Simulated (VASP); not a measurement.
# Pb (P6_3/mmc) in VASP: a series of runs, part 2 of 3

VASP 6.6.1. The steps go on from the part before.

### Step 3. Single point, PBEsol (26.25 Å³/atom)

This run uses another cell than the first one, of 26.25 Å³/atom.

File INCAR:

```
SYSTEM = Pb
  PREC = Accurate
  ENCUT = 520
  EDIFF = 1E-6
  ISMEAR = -1
  SIGMA = 0.1
  LREAL = .FALSE.
  LASPH = .TRUE.
  NELM = 60
  ALGO = Normal
  ISIF = 2
  LWAVE = .FALSE.
  LCHARG = .FALSE.
  GGA = PS
  NBANDS = 21
```

File KPOINTS:

```
regular mesh
0
G
  12 12 6
  0 0 0
```

File POSCAR:

```
Pb
1.0
    3.3312105820      0.0000000000      0.0000000000
   -1.6656052910      2.8849129893      0.0000000000
    0.0000000000      0.0000000000      5.4635487941
Pb
2
Direct
    0.3333333333      0.6666666667      0.2500000000
    0.6666666667      0.3333333333      0.7500000000
```

Potentials or basis: VASP PAW PBE potentials, release 64 (Pb_d).

Command:

```console
$ cat potpaw_PBE.64/Pb_d/POTCAR > POTCAR
$ mpirun -np 1 vasp_std > vasp.out
```

OUTCAR:

```text
SYSTEM = Pb
   PREC = Accurate
   ENCUT = 520
   EDIFF = 1E-6
   ISMEAR = -1
   LREAL = .FALSE.
   LASPH = .TRUE.
   NELM = 60
   ISIF = 2
   GGA = PS

 ion  position               nearest neighbor table
   1  0.333  0.667  0.250-   2 3.34   2 3.34   2 3.34   2 3.34   2 3.34   2 3.34
   2  0.667  0.333  0.750-   1 3.34   1 3.34   1 3.34   1 3.34   1 3.34   1 3.34

  LATTYP: Found a hexagonal cell.
 ALAT       =     3.3312105820
 C/A-ratio  =     1.6401091014

  Lattice vectors:

 A1 = (   3.3312105820,   0.0000000000,   0.0000000000)
 A2 = (  -1.6656052910,   2.8849129893,   0.0000000000)
 A3 = (   0.0000000000,   0.0000000000,   5.4635487941)

Analysis of symmetry for initial positions (statically):
=====================================================================
 Subroutine PRICEL returns:
 Original cell was already a primitive cell.

 Routine SETGRP: Setting up the symmetry group for a
 hexagonal supercell.

 Subroutine GETGRP returns: Found 24 space group operations
 (whereof 12 operations were pure point group operations)
 out of a pool of 24 trial point group operations.

The static configuration has the point symmetry D_3d.
 The point group associated with its full space group is D_6h.

Analysis of symmetry for dynamics (positions and initial velocities):
=====================================================================
 Subroutine PRICEL returns:
 Original cell was already a primitive cell.

 Routine SETGRP: Setting up the symmetry group for a
 hexagonal supercell.

 Subroutine GETGRP returns: Found 24 space group operations
 (whereof 12 operations were pure point group operations)
 out of a pool of 24 trial point group operations.

The dynamic configuration has the point symmetry D_3d.
 The point group associated with its full space group is D_6h.

 Subroutine INISYM returns: Found 24 space group operations
[... 104 lines left out ...]
   ISYM   =      2    0-nonsym 1-usesym 2-fastsym
   POTIM  = 0.5000    time-step for ionic-motion
   TEBEG  =    0.0;   TEEND  =   0.0 temperature during run
   PSTRESS=    0.0 pullay stress
   NELECT =      28.0000    total number of electrons
   NUPDOWN=      -1.0000    fix difference up-down
   EMIN   =  10.00;   EMAX   =-10.00  energy-range for DOS
   EFERMI =   0.00;   METHOD = LEGACY
   ISMEAR =    -1;   SIGMA  =   0.10  broadening in eV -4-tet -1-fermi 0-gaus
   EFERMI_NEDOS =   21; number of points for ismear=-14 and -15
   IALGO  =     38    algorithm
   IMIX   =      4    mixing-type and parameters
     AMIX     =   0.40;   BMIX     =  1.00
     AMIX_MAG =   1.60;   BMIX_MAG =  1.00
  volume/ion in A,a.u.               =      26.25       177.16
  Fermi-wavevector in a.u.,A,eV,Ry     =   1.327571  2.508745 23.979503  1.762444
  Thomas-Fermi vector in A             =   2.456873
   LORBIT       =      0    0 simple, 1 ext, 2 COOP (PROOUT), +10 PAW based schemes
   GGA     = PS    functional components
   LHFCALC =     F    Hartree Fock is set to
   AEXX    =    0.0000 exact exchange contribution
   IVDW    =     0    specifies the selected vdW correction
   LEPSILON=     F    determine dielectric tensor
   LRPA    =     F    only Hartree local field effects (RPA)
 non-spin polarized calculation
  energy-cutoff  :      520.00
  volume of cell :       52.51
 maximum number of plane-waves:      1448
 NGX is ok and might be reduce to    28
   NGX = 13   NGY = 13   NGZ = 21

 number of electron      27.9999994 magnetization

 Free energy of the ion-electron system (eV)
  ---------------------------------------------------
  ext. energy  EPLUGINS =         0.00000000
  ---------------------------------------------------
  free energy    TOTEN  =        -7.83512579 eV

  energy without entropy =       -7.80229748  energy(sigma->0) =       -7.81871163

 E-fermi :   8.8165     XC(G=0): -11.0562

 val. band max:        8.7729805519   @ k =   0.3333   0.2500   0.0000
 cond. band min:       8.8611506088   @ k =   0.4167   0.1667   0.0000
 fundamental gap:      0.0881700569
 Fermi energy:         8.8165137378

 k-point     1 :       0.0000    0.0000    0.0000
  band No.  band energies     occupation
      1      -8.3974      2.00000
      2      -8.3185      2.00000
      3      -8.2815      2.00000
      4      -8.2815      2.00000
      5      -8.2475      2.00000
      6      -8.2475      2.00000
[... 565 lines left out ...]
     20      17.4130      0.00000
     21      19.1341      0.00000

 [... further k-points ...]
[... 5 lines left out ...]
  --------------------------------------------------------------------------------------
  -------------------------------------------------------------------------------------
  Total        2.6905448      2.6905448      2.6939638      0.0000000      0.0000000      0.0000000
  in kB       82.0996246     82.0996246     82.2039545      0.0000000      0.0000000      0.0000000
  external PRESSURE =      82.1344012 kB  Pullay stress =       0.0000000 kB

 VOLUME and BASIS-vectors are now :
 -----------------------------------------------------------------------------
  energy-cutoff  :      520.00
  volume of cell :       52.51
      direct lattice vectors                 reciprocal lattice vectors
     3.331210582  0.000000000  0.000000000     0.300191169  0.173315452  0.000000000
    -1.665605291  2.884912989  0.000000000     0.000000000  0.346630905  0.000000000
     0.000000000  0.000000000  5.463548794     0.000000000  0.000000000  0.183031220

 POSITION                                       TOTAL-FORCE (eV/Angst)
 -----------------------------------------------------------------------------------
     -0.00000      1.92328      1.36589         0.000000      0.000000      0.000000
      1.66561      0.96164      4.09766        -0.000000     -0.000000      0.000000
 -----------------------------------------------------------------------------------
    total drift:                               -0.000000      0.000000      0.000000

  FREE ENERGIE OF THE ION-ELECTRON SYSTEM (eV)
  ---------------------------------------------------
  free  energy   TOTEN  =        -7.8351257905 eV

  energy  without entropy=       -7.8022974787  energy(sigma->0) =       -7.81871163
```

Wall time 34 s (1 thread of Intel Xeon 6975P-C (Granite Rapids), shared host); peak memory 0.21 GiB.

What came out:

```yaml
Free_energy: -7.8351 eV
Pressure: 8.2 GPa
Band_gap_on_the_k_mesh: zero (bands 14 and 15 overlap by 9.12 eV)
```

Caveat: the cell stands under pressure; the PAW data sets were made with another functional, which shifts forces and pressure a little; spin-orbit coupling is left out, which moves the levels of the heavy elements.

### Step 4. Single point, PBEsol (27.45 Å³/atom)

This run uses another cell than the first one, of 27.45 Å³/atom.

File INCAR:

```
SYSTEM = Pb
PREC = Accurate ; ENCUT = 520
EDIFF = 1E-6 ; ISMEAR = -1
SIGMA = 0.1 ; LREAL = .False.
LASPH = .True. ; NELM = 100
ALGO = Normal ; ISIF = 2
LWAVE = .False. ; LCHARG = .False.
GGA = PS ; NBANDS = 21
```

File KPOINTS:

```
Automatic mesh
0
Gamma
  12 12 6
  0 0 0
```

File POSCAR:

```
Pb
1.0
    3.3809374741      0.0000000000      0.0000000000
   -1.6904687371      2.9279777412      0.0000000000
    0.0000000000      0.0000000000      5.5451063225
Pb
2
Direct
    0.3333333333      0.6666666667      0.2500000000
    0.6666666667      0.3333333333      0.7500000000
```

Potentials or basis: VASP PAW PBE potentials, release 64 (Pb_d).

Command:

```console
$ cat potpaw_PBE.64/Pb_d/POTCAR > POTCAR
$ mpirun -np 1 vasp_std > vasp.out
```

OUTCAR:

```text
SYSTEM = Pb
   PREC = Accurate
   ENCUT = 520
   EDIFF = 1E-6
   ISMEAR = -1
   LREAL = .False.
   LASPH = .True.
   NELM = 100
   ISIF = 2
   GGA = PS

 ion  position               nearest neighbor table
   1  0.333  0.667  0.250-   2 3.39   2 3.39   2 3.39   2 3.39   2 3.39   2 3.39
   2  0.667  0.333  0.750-   1 3.39   1 3.39   1 3.39   1 3.39   1 3.39   1 3.39

  LATTYP: Found a hexagonal cell.
 ALAT       =     3.3809374741
 C/A-ratio  =     1.6401091014

  Lattice vectors:

 A1 = (   3.3809374741,   0.0000000000,   0.0000000000)
 A2 = (  -1.6904687371,   2.9279777412,   0.0000000000)
 A3 = (   0.0000000000,   0.0000000000,   5.5451063225)

Analysis of symmetry for initial positions (statically):
=====================================================================
 Subroutine PRICEL returns:
 Original cell was already a primitive cell.

 Routine SETGRP: Setting up the symmetry group for a
 hexagonal supercell.

 Subroutine GETGRP returns: Found 24 space group operations
 (whereof 12 operations were pure point group operations)
 out of a pool of 24 trial point group operations.

The static configuration has the point symmetry D_3d.
 The point group associated with its full space group is D_6h.

Analysis of symmetry for dynamics (positions and initial velocities):
=====================================================================
 Subroutine PRICEL returns:
 Original cell was already a primitive cell.

 Routine SETGRP: Setting up the symmetry group for a
 hexagonal supercell.

 Subroutine GETGRP returns: Found 24 space group operations
 (whereof 12 operations were pure point group operations)
 out of a pool of 24 trial point group operations.

The dynamic configuration has the point symmetry D_3d.
 The point group associated with its full space group is D_6h.

 Subroutine INISYM returns: Found 24 space group operations
 (whereof 12 operations are pure point group operations),
 and found     1 'primitive' translations

----------------------------------------------------------------------------------------

                                     Primitive cell

  volume of cell :      54.8927

  direct lattice vectors                    reciprocal lattice vectors
     3.380937474  0.000000000  0.000000000     0.295775952  0.170766326  0.000000000
    -1.690468737  2.927977741  0.000000000     0.000000000  0.341532651  0.000000000
     0.000000000  0.000000000  5.545106322     0.000000000  0.000000000  0.180339193

  length of vectors
     3.380937474  3.380937474  5.545106322     0.341532651  0.341532651  0.180339193

  position of ions in fractional coordinates (direct lattice)
     0.333333333  0.666666667  0.250000000
     0.666666667  0.333333333  0.750000000

  ion indices of the primitive-cell ions
   primitive index   ion index
                 1           1
                 2           2

----------------------------------------------------------------------------------------

 KPOINTS: Automatic mesh

Automatic generation of k-mesh.
 Grid dimensions read from file:
 generate k-points for:   12   12    6

 Generating k-lattice:

  Cartesian coordinates                     Fractional coordinates (reciprocal lattice)
     0.024647996  0.014230527  0.000000000     0.083333333  0.000000000  0.000000000
     0.000000000  0.028461054  0.000000000     0.000000000  0.083333333  0.000000000
     0.000000000  0.000000000  0.030056532     0.000000000  0.000000000  0.166666667

  Length of vectors
     0.028461054  0.028461054  0.030056532

  Shift w.r.t. Gamma in fractional coordinates (k-lattice)
     0.000000000  0.000000000  0.000000000

 Subroutine IBZKPT returns following result:
 ===========================================

 Found     76 irreducible k-points:

 Following reciprocal coordinates:
            Coordinates               Weight
  0.000000  0.000000  0.000000      1.000000
  0.083333 -0.000000  0.000000      6.000000
  0.166667  0.000000  0.000000      6.000000
  0.250000 -0.000000  0.000000      6.000000
  0.333333  0.000000  0.000000      6.000000
  0.416667  0.000000  0.000000      6.000000
[... 16 lines left out ...]
  0.250000 -0.000000  0.166667     12.000000
  0.333333  0.000000  0.166667     12.000000
 [... further k-points ...]
   k-points           NKPTS =     76   k-points in BZ     NKDIM =     76   number of bands    NBANDS=     21
   number of dos      NEDOS =    301   number of ions     NIONS =      2
   total plane-waves  NPLWV =  32928
   dimension x,y,z NGX =    28 NGY =   28 NGZ =   42
   dimension x,y,z NGXF=    56 NGYF=   56 NGZF=   84
   ions per type =               2
   NGX,Y,Z   is equivalent  to a cutoff of  13.77, 13.77, 12.59 a.u.
   NGXF,Y,Z  is equivalent  to a cutoff of  27.54, 27.54, 25.18 a.u.
 SYSTEM =  Pb
   PREC   = accura    normal or accurate (medium, high low for compatibility)
   ISTART =      0    job   : 0-new  1-cont  2-samecut
   ICHARG =      2    charge: 1-file 2-atom 10-const
   ISPIN  =      1    spin polarized calculation?
   LNONCOLLINEAR =      F non collinear calculations
   LSORBIT =      F    spin-orbit coupling
   LASPH  =      T    aspherical Exc in radial PAW
   ENCUT  =  520.0 eV  38.22 Ry    6.18 a.u.   6.29  6.29 10.31*2*pi/ulx,y,z
   NELM   =    100;   NELMIN=  2; NELMDL= -5     # of ELM steps
   EDIFF  = 0.1E-05   stopping-criterion for ELM
   LREAL  =      F    real-space projection
   EDIFFG = 0.1E-04   stopping-criterion for IOM
   NSW    =      0    number of steps for IOM
   IBRION =     -1    ionic relax: 0-MD 1-quasi-New 2-CG
   NFREE  =      0    steps in history (QN), initial steepest desc. (CG)
   ISIF   =      2    stress and relaxation
   ISYM   =      2    0-nonsym 1-usesym 2-fastsym
   POTIM  = 0.5000    time-step for ionic-motion
   TEBEG  =    0.0;   TEEND  =   0.0 temperature during run
   PSTRESS=    0.0 pullay stress
   NELECT =      28.0000    total number of electrons
   NUPDOWN=      -1.0000    fix difference up-down
   EMIN   =  10.00;   EMAX   =-10.00  energy-range for DOS
   EFERMI =   0.00;   METHOD = LEGACY
   ISMEAR =    -1;   SIGMA  =   0.10  broadening in eV -4-tet -1-fermi 0-gaus
   EFERMI_NEDOS =   21; number of points for ismear=-14 and -15
   IALGO  =     38    algorithm
   IMIX   =      4    mixing-type and parameters
     AMIX     =   0.40;   BMIX     =  1.00
     AMIX_MAG =   1.60;   BMIX_MAG =  1.00
  volume/ion in A,a.u.               =      27.45       185.22
  Fermi-wavevector in a.u.,A,eV,Ry     =   1.308045  2.471846 23.279308  1.710981
  Thomas-Fermi vector in A             =   2.438738
   LORBIT       =      0    0 simple, 1 ext, 2 COOP (PROOUT), +10 PAW based schemes
   GGA     = PS    functional components
   LHFCALC =     F    Hartree Fock is set to
   AEXX    =    0.0000 exact exchange contribution
   IVDW    =     0    specifies the selected vdW correction
   LEPSILON=     F    determine dielectric tensor
   LRPA    =     F    only Hartree local field effects (RPA)
 non-spin polarized calculation
  energy-cutoff  :      520.00
  volume of cell :       54.89
 maximum number of plane-waves:      1497
 NGX is ok and might be reduce to    28
   NGX = 13   NGY = 13   NGZ = 21

 number of electron      27.9999999 magnetization

 Free energy of the ion-electron system (eV)
  ---------------------------------------------------
  ext. energy  EPLUGINS =         0.00000000
  ---------------------------------------------------
  free energy    TOTEN  =        -7.93218072 eV

  energy without entropy =       -7.89802320  energy(sigma->0) =       -7.91510196

 E-fermi :   8.2527     XC(G=0): -10.8319

 val. band max:        8.2186881095   @ k =   0.1667   0.1667   0.5000
 cond. band min:       8.2716156784   @ k =   0.3333   0.0833   0.0000
 fundamental gap:      0.0529275689
 Fermi energy:         8.2526969327

 k-point     1 :       0.0000    0.0000    0.0000
  band No.  band energies     occupation
      1      -8.8820      2.00000
      2      -8.8227      2.00000
      3      -8.7897      2.00000
      4      -8.7897      2.00000
      5      -8.7603      2.00000
      6      -8.7603      2.00000
[... 13 lines left out ...]
     20      17.6385      0.00000
     21      20.0607      0.00000

 k-point     2 :       0.0833   -0.0000    0.0000
  band No.  band energies     occupation
      1      -8.8730      2.00000
      2      -8.8277      2.00000
      3      -8.7755      2.00000
      4      -8.7674      2.00000
      5      -8.7574      2.00000
      6      -8.7389      2.00000
[... 520 lines left out ...]
 k-point    24 :       0.3333    0.0000    0.1667
  band No.  band energies     occupation
      1      -8.9705      2.00000
      2      -8.8602      2.00000
      3      -8.8311      2.00000
      4      -8.7550      2.00000
      5      -8.6871      2.00000
      6      -8.6376      2.00000
[... 13 lines left out ...]
     20      16.6775      0.00000
     21      18.3748      0.00000

 [... further k-points ...]
[... 5 lines left out ...]
  --------------------------------------------------------------------------------------
  -------------------------------------------------------------------------------------
  Total        1.6180215      1.6180215      1.6588656     -0.0000000     -0.0000000     -0.0000000
  in kB       47.2258826     47.2258826     48.4180171     -0.0000000     -0.0000000     -0.0000000
  external PRESSURE =      47.6232607 kB  Pullay stress =       0.0000000 kB

 VOLUME and BASIS-vectors are now :
 -----------------------------------------------------------------------------
  energy-cutoff  :      520.00
  volume of cell :       54.89
      direct lattice vectors                 reciprocal lattice vectors
     3.380937474  0.000000000  0.000000000     0.295775952  0.170766326  0.000000000
    -1.690468737  2.927977741  0.000000000     0.000000000  0.341532651  0.000000000
     0.000000000  0.000000000  5.545106322     0.000000000  0.000000000  0.180339193

 POSITION                                       TOTAL-FORCE (eV/Angst)
 -----------------------------------------------------------------------------------
     -0.00000      1.95199      1.38628        -0.000000      0.000000      0.000000
      1.69047      0.97599      4.15883         0.000000     -0.000000      0.000000
 -----------------------------------------------------------------------------------
    total drift:                               -0.000000      0.000000     -0.000000

  FREE ENERGIE OF THE ION-ELECTRON SYSTEM (eV)
  ---------------------------------------------------
  free  energy   TOTEN  =        -7.9321807185 eV

  energy  without entropy=       -7.8980231992  energy(sigma->0) =       -7.91510196
```

stdout:

```text
POSCAR found type information on POSCAR Pb
 POSCAR found :  1 types and       2 ions
 scaLAPACK will be used
 -----------------------------------------------------------------------------
|                                                                             |
|                                                                             |
|     You enforced a specific xc type in the INCAR file but a different       |
|     I HOPE YOU KNOW WHAT YOU ARE DOING!                                     |
|                                                                             |
 -----------------------------------------------------------------------------

 LDA part: xc-table for (Slater+PW92), standard interpolation
 POSCAR, INCAR and KPOINTS ok, starting setup
 FFT: planning ... GRIDC
 FFT: planning ... GRID_SOFT
 FFT: planning ... GRID
 WAVECAR not read
 entering main loop
```

Run time: 26 s. Hardware: 1 thread of Intel Xeon 6975P-C (Granite Rapids), shared host; peak memory 0.21 GiB.

Results:

| Property | Result |
| --- | --- |
| Free energy | -7.9322 eV |
| Pressure | 4.8 GPa |
| Band gap on the k mesh | zero (bands 14 and 15 overlap by 8.73 eV) |

Stress tensor (GPa, compression positive):
```
4.72 0.00 0.00
0.00 4.72 0.00
0.00 0.00 4.84
```

Caveat: the cell stands under pressure; the PAW data sets were made with another functional, which shifts forces and pressure a little; spin-orbit coupling is left out, which moves the levels of the heavy elements.

### Step 5. Single point, PBEsol (28.64 Å³/atom)

This run uses another cell than the first one, of 28.64 Å³/atom.

File INCAR:

```
ALGO = Normal
EDIFF = 1E-6
ENCUT = 520
GGA = PS
ISIF = 2
ISMEAR = -1
LASPH = T
LCHARG = F
LREAL = F
LWAVE = F
NBANDS = 21
NELM = 80
PREC = Accurate
SIGMA = 0.1
```

File KPOINTS:

```
k-points
0
Gamma
  12 12 6
```

File POSCAR:

```
Pb
1.0
    3.4292431073      0.0000000000      0.0000000000
   -1.7146215537      2.9698116466      0.0000000000
    0.0000000000      0.0000000000      5.6243328310
Pb
2
Direct
    0.3333333333      0.6666666667      0.2500000000
    0.6666666667      0.3333333333      0.7500000000
```

Command:

```console
$ cat potpaw_PBE.64/Pb_d/POTCAR > POTCAR
$ mpirun -np 1 vasp_std > vasp.out
```

It took 25 s on 1 thread of Intel Xeon 6975P-C (Granite Rapids), shared host; peak memory 0.21 GiB.

It converged, with:

* Free energy: -7.9836 eV
* Pressure: 2.1 GPa
* Band gap on the k mesh: zero (bands 14 and 15 overlap by 8.37 eV)

Stress tensor (GPa, compression positive):
```
1.99 0.00 0.00
0.00 1.99 0.00
0.00 0.00 2.19
```

Levels at points of the mesh, in eV from the Fermi level:
```tsv
k point	band 11	band 12	band 13	band 14	band 15	band 16	band 17	band 18
(0.00, 0.00, 0.00)	-12.16	-8.22	-4.50	5.95	5.95	7.85	7.85	7.93
(0.50, 0.00, 0.00)	-8.39	-7.15	-3.04	-1.61	-0.57	1.76	2.15	5.91
(0.00, 0.00, 0.50)	-10.88	-10.88	0.80	0.80	6.85	6.85	6.85	6.85
(0.50, 0.00, 0.50)	-7.53	-7.53	-3.94	-3.94	3.60	3.60	3.71	3.71
```

Caveat: the PAW data sets were made with another functional, which shifts forces and pressure a little; spin-orbit coupling is left out, which moves the levels of the heavy elements.

(Part 2 of 3 ends here.)

The gap in the log of VASP goes by the Fermi energy; the results here count the filled bands.